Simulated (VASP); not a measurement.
# AlN (Cm) in VASP: further runs

The runs below take AlN through single point, with PBE.

Program: VASP 6.6.1. These are calculated values, not measurements. Logs are shortened: lines on timing, memory, paths and dates and some standing lists are left out, and cuts for length are marked.

## Step 1: The cell of the first run

It takes space group Cm (No. 8, monoclinic). The conventional cell has a = 11.407 Å, b = 3.130 Å, c = 5.422 Å, α = 90.00°, β = 118.38°, γ = 90.00°. Within 2.1 Å of Al (site symmetry m) lie 4 N at 1.60 to 1.79 Å. Al (site symmetry m) has 4 N at 2.04 to 2.22 Å within 2.7 Å. Within 2.5 Å of Al (site symmetry m) lie 4 N at 1.86 to 1.96 Å. Within 2.5 Å of Al (site symmetry m) lie 4 N at 1.86 to 1.96 Å. Within 2.3 Å of N (site symmetry m) lie 4 Al at 1.76 to 1.96 Å. N (site symmetry m) has 4 Al at 1.86 to 2.07 Å within 2.5 Å. N (site symmetry m) has 4 Al at 1.60 to 2.04 Å within 2.1 Å. N (site symmetry m) has 4 Al at 1.79 to 2.22 Å within 2.4 Å.

## Step 2: Single point, PBE (atoms displaced along a vibrational mode)

The input, INCAR:

```
SYSTEM = AlN
  ALGO = Normal
  EDIFF = 1E-7
  ENCUT = 520
  GGA = PE
  ISIF = 2
  ISMEAR = 0
  LASPH = .TRUE.
  LCHARG = .FALSE.
  LREAL = .FALSE.
  LWAVE = .FALSE.
  NBANDS = 26
  NELM = 100
  PREC = Accurate
  SIGMA = 0.05
```

The input, KPOINTS:

```
k-points
0
G
  8 8 8
  0 0 0
```

The input, POSCAR:

```
AlN
1.0
   -3.1302395627      0.0000000000      0.0000000000
    0.0000000000      5.4217339625      0.0000000000
    1.5651197814     -2.7108669813     -5.0179796546
Al N
4 4
Direct
    0.9986821263      0.3372316498      0.9973642526
    0.4995891562      0.8277062994      0.9991783124
    0.2476532293      0.9144010869      0.4953064585
    0.7506180532      0.4172035289      0.5012361065
    0.8237347896      0.1555490432      0.6474695793
    0.2929939279      0.6278463410      0.5859878557
    0.0583643587      0.6696981739      0.1167287175
    0.5583643587      0.2803638769      0.1167287175
```

Potentials or basis: VASP PAW PBE potentials, release 64 (Al, N).

Started as:

```
cat potpaw_PBE.64/Al/POTCAR potpaw_PBE.64/N/POTCAR > POTCAR
mpirun -np 1 vasp_std > vasp.out
```

OUTCAR:

```text
SYSTEM = AlN
   EDIFF = 1E-7
   ENCUT = 520
   GGA = PE
   ISIF = 2
   ISMEAR = 0
   LASPH = .TRUE.
   LREAL = .FALSE.
   NELM = 100
   PREC = Accurate

 ion  position               nearest neighbor table
   1  0.999  0.337  0.997-   7 1.60   5 1.76   8 1.79   8 1.79   4 3.06   3 3.07   2 3.08   2 3.08
                             3 3.11   3 3.11   4 3.12   4 3.12   2 3.18   2 3.18
   2  0.500  0.828  0.999-   7 2.04   7 2.04   6 2.07   8 2.22   3 3.07   3 3.07   4 3.08   4 3.08
                             1 3.08   1 3.08   4 3.12   3 3.12   1 3.18   1 3.18
   3  0.248  0.914  0.495-   6 1.86   7 1.92   5 1.96   5 1.96   1 3.07   2 3.07   2 3.07   1 3.11
                             1 3.11   2 3.12   4 3.13   4 3.13   4 3.13   4 3.13
   4  0.751  0.417  0.501-   6 1.86   6 1.86   8 1.95   5 1.96   1 3.06   2 3.08   2 3.08   1 3.12
                             1 3.12   2 3.12   3 3.13   3 3.13   3 3.13   3 3.13
   5  0.824  0.156  0.647-   1 1.76   4 1.96   3 1.96   3 1.96
   6  0.293  0.628  0.586-   3 1.86   4 1.86   4 1.86   2 2.07
   7  0.058  0.670  0.117-   1 1.60   3 1.92   2 2.04   2 2.04
   8  0.558  0.280  0.117-   1 1.79   1 1.79   4 1.95   2 2.22

  LATTYP: Found a body centered orthorhombic cell.
 ALAT       =     3.1302395627
 B/A-ratio  =     1.7320508076
 C/A-ratio  =     3.2061313865

  Lattice vectors:

 A1 = (  -1.5651197814,   2.7108669813,   5.0179796546)
 A2 = (   1.5651197813,  -2.7108669812,   5.0179796546)
 A3 = (   1.5651197814,   2.7108669812,  -5.0179796546)

Analysis of symmetry for initial positions (statically):
=====================================================================
 Subroutine PRICEL returns:
 Original cell was already a primitive cell.

 Routine SETGRP: Setting up the symmetry group for a
 body centered orthorhombic supercell.

 Subroutine GETGRP returns: Found  2 space group operations
 (whereof  2 operations were pure point group operations)
 out of a pool of  8 trial point group operations.

The static configuration has the point symmetry C_1h.

Analysis of symmetry for dynamics (positions and initial velocities):
=====================================================================
 Subroutine PRICEL returns:
 Original cell was already a primitive cell.

 Routine SETGRP: Setting up the symmetry group for a
 body centered orthorhombic supercell.

 Subroutine GETGRP returns: Found  2 space group operations
 (whereof  2 operations were pure point group operations)
 out of a pool of  8 trial point group operations.

The dynamic configuration has the point symmetry C_1h.

 Subroutine INISYM returns: Found  2 space group operations
 (whereof  2 operations are pure point group operations),
 and found     1 'primitive' translations

----------------------------------------------------------------------------------------

                                     Primitive cell

  volume of cell :      85.1618

  direct lattice vectors                    reciprocal lattice vectors
    -3.130239563  0.000000000  0.000000000    -0.319464367  0.000000000 -0.099641695
     0.000000000  5.421733963  0.000000000     0.000000000  0.184442838 -0.099641695
     1.565119781 -2.710866981 -5.017979655     0.000000000  0.000000000 -0.199283391

  length of vectors
     3.130239563  5.421733963  5.914264074     0.334643017  0.209636896  0.199283391

  position of ions in fractional coordinates (direct lattice)
     0.998682126  0.337231650  0.997364253
     0.499589156  0.827706299  0.999178312
     0.247653229  0.914401087  0.495306458
     0.750618053  0.417203529  0.501236107
     0.823734790  0.155549043  0.647469579
     0.292993928  0.627846341  0.585987856
     0.058364359  0.669698174  0.116728718
     0.558364359  0.280363877  0.116728718

  ion indices of the primitive-cell ions
   primitive index   ion index
                 1           1
                 2           2
                 3           3
                 4           4
                 5           5
                 6           6
                 7           7
                 8           8

----------------------------------------------------------------------------------------

 KPOINTS: k-points

Automatic generation of k-mesh.
 Grid dimensions read from file:
 generate k-points for:    8    8    8

 Generating k-lattice:

  Cartesian coordinates                     Fractional coordinates (reciprocal lattice)
    -0.039933046  0.000000000 -0.012455212     0.125000000  0.000000000  0.000000000
     0.000000000  0.023055355 -0.012455212     0.000000000  0.125000000  0.000000000
     0.000000000  0.000000000 -0.024910424     0.000000000  0.000000000  0.125000000

  Length of vectors
     0.041830377  0.026204612  0.024910424

  Shift w.r.t. Gamma in fractional coordinates (k-lattice)
     0.000000000  0.000000000  0.000000000

 Subroutine IBZKPT returns following result:
 ===========================================

 Found    150 irreducible k-points:

 Following reciprocal coordinates:
            Coordinates               Weight
  0.000000  0.000000  0.000000      1.000000
  0.125000  0.000000 -0.000000      4.000000
  0.250000  0.000000 -0.000000      4.000000
  0.375000  0.000000  0.000000      4.000000
  0.500000  0.000000 -0.000000      2.000000
  0.000000  0.125000 -0.000000      2.000000
[... 16 lines left out ...]
  0.125000  0.250000 -0.000000      4.000000
 -0.125000  0.250000 -0.250000      4.000000
 [... further k-points ...]
   k-points           NKPTS =    150   k-points in BZ     NKDIM =    150   number of bands    NBANDS=     26
   number of dos      NEDOS =    301   number of ions     NIONS =      8
   total plane-waves  NPLWV =  46080
   dimension x,y,z NGX =    24 NGY =   40 NGZ =   48
   dimension x,y,z NGXF=    48 NGYF=   80 NGZF=   96
   ions per type =               4   4
   NGX,Y,Z   is equivalent  to a cutoff of  12.75, 12.27, 13.49 a.u.
   NGXF,Y,Z  is equivalent  to a cutoff of  25.49, 24.53, 26.98 a.u.
 SYSTEM =  AlN
   PREC   = accura    normal or accurate (medium, high low for compatibility)
   ISTART =      0    job   : 0-new  1-cont  2-samecut
   ICHARG =      2    charge: 1-file 2-atom 10-const
   ISPIN  =      1    spin polarized calculation?
   LNONCOLLINEAR =      F non collinear calculations
   LSORBIT =      F    spin-orbit coupling
   LASPH  =      T    aspherical Exc in radial PAW
   ENCUT  =  520.0 eV  38.22 Ry    6.18 a.u.   5.82 10.08 11.00*2*pi/ulx,y,z
   NELM   =    100;   NELMIN=  2; NELMDL= -5     # of ELM steps
   EDIFF  = 0.1E-06   stopping-criterion for ELM
   LREAL  =      F    real-space projection
   EDIFFG = 0.1E-05   stopping-criterion for IOM
   NSW    =      0    number of steps for IOM
   IBRION =     -1    ionic relax: 0-MD 1-quasi-New 2-CG
   NFREE  =      0    steps in history (QN), initial steepest desc. (CG)
   ISIF   =      2    stress and relaxation
   ISYM   =      2    0-nonsym 1-usesym 2-fastsym
   POTIM  = 0.5000    time-step for ionic-motion
   TEBEG  =    0.0;   TEEND  =   0.0 temperature during run
   PSTRESS=    0.0 pullay stress
   NELECT =      32.0000    total number of electrons
   NUPDOWN=      -1.0000    fix difference up-down
   EMIN   =  10.00;   EMAX   =-10.00  energy-range for DOS
   EFERMI =   0.00;   METHOD = LEGACY
   ISMEAR =     0;   SIGMA  =   0.05  broadening in eV -4-tet -1-fermi 0-gaus
   EFERMI_NEDOS =   21; number of points for ismear=-14 and -15
   IALGO  =     38    algorithm
   IMIX   =      4    mixing-type and parameters
     AMIX     =   0.40;   BMIX     =  1.00
     AMIX_MAG =   1.60;   BMIX_MAG =  1.00
  volume/ion in A,a.u.               =      10.65        71.84
  Fermi-wavevector in a.u.,A,eV,Ry     =   1.181345  2.232418 18.987951  1.395575
  Thomas-Fermi vector in A             =   2.317620
   LORBIT       =      0    0 simple, 1 ext, 2 COOP (PROOUT), +10 PAW based schemes
   GGA     = PE    functional components
   LHFCALC =     F    Hartree Fock is set to
   AEXX    =    0.0000 exact exchange contribution
   IVDW    =     0    specifies the selected vdW correction
   LEPSILON=     F    determine dielectric tensor
   LRPA    =     F    only Hartree local field effects (RPA)
 non-spin polarized calculation
 Gauss-broadening in eV      SIGMA  =   0.05
  energy-cutoff  :      520.00
  volume of cell :       85.16
 maximum number of plane-waves:      2322
   NGX = 11   NGY = 21   NGZ = 21

 number of electron      32.0000002 magnetization

 Free energy of the ion-electron system (eV)
  ---------------------------------------------------
  ext. energy  EPLUGINS =         0.00000000
  ---------------------------------------------------
  free energy    TOTEN  =       -56.38191623 eV

  energy without entropy =      -56.38191623  energy(sigma->0) =      -56.38191623

 E-fermi :   6.3035     XC(G=0): -10.8382

 val. band max:        6.0960612885   @ k =   0.0000   0.0000   0.0000
 cond. band min:       9.3513304245   @ k =   0.0000   0.0000   0.0000
 fundamental gap:      3.2552691360
 Fermi energy:         6.3034516388

 k-point     1 :       0.0000    0.0000    0.0000
  band No.  band energies     occupation
      1      -9.2096      2.00000
      2      -7.1441      2.00000
      3      -6.8680      2.00000
      4      -6.4549      2.00000
      5      -0.0282      2.00000
      6       0.3976      2.00000
[... 18 lines left out ...]
     25      16.3934      0.00000
     26      18.1765      0.00000

 k-point     2 :       0.1250    0.0000   -0.0000
  band No.  band energies     occupation
      1      -9.0500      2.00000
      2      -7.0906      2.00000
      3      -6.8227      2.00000
      4      -6.4026      2.00000
      5       0.1747      2.00000
      6       0.5192      2.00000
[... 18 lines left out ...]
     25      16.6336      0.00000
[... 608 lines left out ...]
     25      16.3157      0.00000
     26      16.9330      0.00000

 k-point    24 :      -0.1250    0.2500   -0.2500
  band No.  band energies     occupation
      1      -8.7882      2.00000
      2      -7.3787      2.00000
      3      -7.0121      2.00000
      4      -6.4435      2.00000
      5       0.5697      2.00000
      6       0.9598      2.00000
[... 18 lines left out ...]
     25      16.7206      0.00000
     26      16.9090      0.00000

 [... further k-points ...]
[... 5 lines left out ...]
  --------------------------------------------------------------------------------------
  -------------------------------------------------------------------------------------
  Total        3.7500989      7.9368213      4.2560130      0.0000000     -3.6124786     -0.0000000
  in kB       70.5518863    149.3181181     80.0698197      0.0000000    -67.9627879     -0.0000000
  external PRESSURE =      99.9799414 kB  Pullay stress =       0.0000000 kB

 VOLUME and BASIS-vectors are now :
 -----------------------------------------------------------------------------
  energy-cutoff  :      520.00
  volume of cell :       85.16
      direct lattice vectors                 reciprocal lattice vectors
    -3.130239563  0.000000000  0.000000000    -0.319464367  0.000000000 -0.099641695
     0.000000000  5.421733963  0.000000000     0.000000000  0.184442838 -0.099641695
     1.565119781 -2.710866981 -5.017979655     0.000000000  0.000000000 -0.199283391

 POSITION                                       TOTAL-FORCE (eV/Angst)
 -----------------------------------------------------------------------------------
     -1.56512     -0.87534     -5.00475        -0.000000     -5.762392      1.156059
      0.00000      1.77896     -5.01386        -0.000000     -0.197263      0.513139
     -0.00000      3.61493     -2.48544         0.000000      0.031996     -0.587779
     -1.56512      0.90318     -2.51519        -0.000000      0.030641      0.750177
     -1.56512     -0.91186     -3.24899        -0.000000      0.023762      4.966117
     -0.00000      1.81548     -2.94048         0.000000     -0.372525     -3.214699
      0.00000      3.31449     -0.58574         0.000000     11.966028     -2.490049
     -1.56512      1.20362     -0.58574         0.000000     -5.720247     -1.092966
 -----------------------------------------------------------------------------------
    total drift:                               -0.000006      0.000171      0.000957

  FREE ENERGIE OF THE ION-ELECTRON SYSTEM (eV)
  ---------------------------------------------------
  free  energy   TOTEN  =       -56.3819162277 eV

  energy  without entropy=      -56.3819162277  energy(sigma->0) =      -56.38191623
```

Wall time 1.9 min (1 thread of Intel Xeon 6975P-C (Granite Rapids), shared host); peak memory 0.37 GiB.

What came out:

```yaml
Free_energy: -56.3819 eV
Pressure: 10.0 GPa
Largest_force: 12.222 eV/Å
Band_gap_on_the_k_mesh: 3.26 eV
```

Forces in eV/Å, atoms in the order of the input:
```
Al   0.000 -5.762  1.156
Al   0.000 -0.197  0.513
Al   0.000  0.032 -0.588
Al   0.000  0.031  0.750
N    0.000  0.024  4.966
N    0.000 -0.373 -3.215
N    0.000 11.966 -2.490
N    0.000 -5.720 -1.093
```

Caveat: the cell differs from its parent crystal (atoms displaced along a vibrational mode); the cell stands under pressure; forces of over 1 eV/Å act on the atoms, so gaps and moduli don't describe the material at rest.

## Step 3: Single point, PBE (atoms displaced along a vibrational mode)

The input, INCAR:

```
PREC     = Accurate       # precision mode
ENCUT    = 520            # plane-wave cutoff, eV
EDIFF    = 1E-6           # SCF threshold, eV
ISMEAR   = 0              # smearing method
SIGMA    = 0.05           # smearing width, eV
LREAL    = F              # projectors in reciprocal space
LASPH    = T              # aspherical terms in the spheres
NELM     = 60             # most SCF steps
ALGO     = Normal         # electronic algorithm
ISIF     = 2              # what is computed and relaxed
LWAVE    = F              # write WAVECAR
LCHARG   = T              # write CHGCAR
GGA      = PE             # functional
LELF     = T              # ELF
LVHAR    = T            
NBANDS   = 26             # bands
```

The input, KPOINTS:

```
regular mesh
0
Gamma
  8 8 8
```

The input, POSCAR:

```
AlN
1.0
   -3.1302395627      0.0000000000      0.0000000000
    0.0000000000      5.4217339625      0.0000000000
    1.5651197814     -2.7108669813     -5.0179796546
Al N
4 4
Direct
    0.9994757775      0.3288969682      0.9989515549
    0.4987955050      0.8360409810      0.9975910101
    0.2502474502      0.9168532237      0.5004949005
    0.7480238323      0.4147513921      0.4960476645
    0.7968365356      0.1313091787      0.5936730712
    0.3198921819      0.6520862055      0.6397843638
    0.0583643588      0.7665306640      0.1167287175
    0.5583643588      0.1835313868      0.1167287175
```

Potentials or basis: VASP PAW PBE potentials, release 64 (Al, N).

Started as:

```
cat potpaw_PBE.64/Al/POTCAR potpaw_PBE.64/N/POTCAR > POTCAR
mpirun -np 1 vasp_std > vasp.out
```

It took 1.8 min on 1 thread of Intel Xeon 6975P-C (Granite Rapids), shared host; peak memory 0.37 GiB.

The run converged. Its results:

- Free energy: -57.8196 eV
- Pressure: 5.4 GPa
- Largest force: 8.026 eV/Å
- Band gap on the k mesh: 3.59 eV

Forces on the atoms (eV/Å):
```
Al   0.000  0.029  0.371
Al   0.000 -3.207  0.470
Al   0.000  0.028  0.569
Al   0.000  0.008 -0.474
N    0.000 -0.251 -2.544
N    0.000  0.059  3.521
N    0.000 -4.595 -0.672
N    0.000  7.929 -1.242
```

Stress tensor (GPa, compression positive):
```
 3.92  0.00  0.00
 0.00  8.02 -3.60
 0.00 -3.60  4.23
```

Levels at points of the mesh, in eV from the valence-band top:
```csv
k point,band 12,band 13,band 14,band 15,band 16,band 17,band 18,band 19,band 20,band 21
"(0.00, 0.00, 0.00)",-0.79,-0.79,-0.36,-0.19,0.00,3.59,4.89,5.24,6.00,8.40
"(0.50, 0.00, 0.00)",-2.31,-2.03,-1.80,-1.06,-0.64,5.48,5.82,6.13,7.05,7.84
"(0.00, 0.50, 0.00)",-1.30,-0.91,-0.68,-0.53,-0.38,5.21,5.81,6.25,7.34,8.02
"(0.00, 0.50, 0.50)",-1.24,-1.06,-0.76,-0.48,-0.27,5.30,5.67,6.32,7.28,7.71
"(0.50, 0.50, 0.00)",-1.48,-1.30,-1.29,-1.24,-0.55,4.42,4.94,5.31,5.66,7.09
"(0.00, 0.00, 0.50)",-0.83,-0.61,-0.60,-0.45,-0.45,4.91,5.34,5.75,6.46,8.06
```

Caveat: the cell differs from its parent crystal (atoms displaced along a vibrational mode); the cell stands under pressure; forces of over 1 eV/Å act on the atoms, so gaps and moduli don't describe the material at rest.

[end of part 1 of 2]
